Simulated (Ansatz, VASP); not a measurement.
**Ge in VASP and in Ansatz**

The input INCAR:

```
SYSTEM = Ge
PREC = Accurate
ENCUT = 520
EDIFF = 1E-6
ISMEAR = 0
SIGMA = 0.1
LREAL = .FALSE.
LASPH = .TRUE.
NELM = 80
ALGO = Normal
ISIF = 2
LWAVE = .FALSE.
LCHARG = .FALSE.
LDIPOL = .TRUE.
IDIPOL = 3
DIPOL = 0.5 0.5 0.368
GGA = PE
IVDW = 12
NBANDS = 36
```

Contents of KPOINTS:

```
regular mesh
0
G
  9 9 1
  0 0 0
```

File POSCAR:

```
Ge
1.0
    4.0226895311      0.0000000000      0.0000000000
   -2.0113447656      3.4837513255      0.0000000000
    0.0000000000      0.0000000000     18.8685220517
Ge
4
Direct
    0.3333333333      0.6666666667      0.2747571332
    0.6666666667      0.3333333333      0.2384924472
    0.6666666667      0.3333333333      0.4965159447
    0.3333333333      0.6666666667      0.4602512588
```

Input for Ansatz:

```yaml
crystal:
  lattice:
    - [4.0226895311, 0.0, 0.0]
    - [-2.0113447656, 3.4837513255, 0.0]
    - [0.0, 0.0, 18.8685220517]
  atoms:
    - { symbol: Ge, position: [0.3333333333, 0.6666666667, 0.2747571332] }
    - { symbol: Ge, position: [0.6666666667, 0.3333333333, 0.2384924472] }
    - { symbol: Ge, position: [0.6666666667, 0.3333333333, 0.4965159447] }
    - { symbol: Ge, position: [0.3333333333, 0.6666666667, 0.4602512588] }
basis:
  ecutwfc: 420
kpoints:
  mp_grid: { grid: [9, 9, 1] }
hamiltonian:
  xc: pbe
  pseudopotentials: { kind: paw, azcp: { folder: soft_1 } }
  dispersion: d3bj
scf:
  occupations: { method: gaussian, width: 0.1 }
output:
  forces: true
  eigenvalues: true
efield:
  axis: 3
  dipole_correction: true
  ramp_width: 0.04
```

Alike in both runs: task single point; functional PBE; dispersion D3(BJ); k mesh 9 × 9 × 1; occupations gaussian, width 0.1 eV; no spin polarisation.

```csv
,VASP,Ansatz
version,VASP 6.6.1,Ansatz 0.2.0
potentials or method,"VASP PAW PBE potentials, release 64 (Ge_d), cutoff 520 eV","scalar-relativistic, plane waves, PAW"
valence electrons in the cell,56,56
```

```tsv
	VASP	Ansatz	Ansatz less VASP
gap on the k mesh at the Fermi level (eV)	0.17	0.17	0.000
least direct gap on the mesh (eV)	0.21	0.21	0.000
rms of the force components (eV/Å)	0.097	0.096	-0.0009
```

Atom by atom the forces differ by 0.001 eV/Å (rms over components).
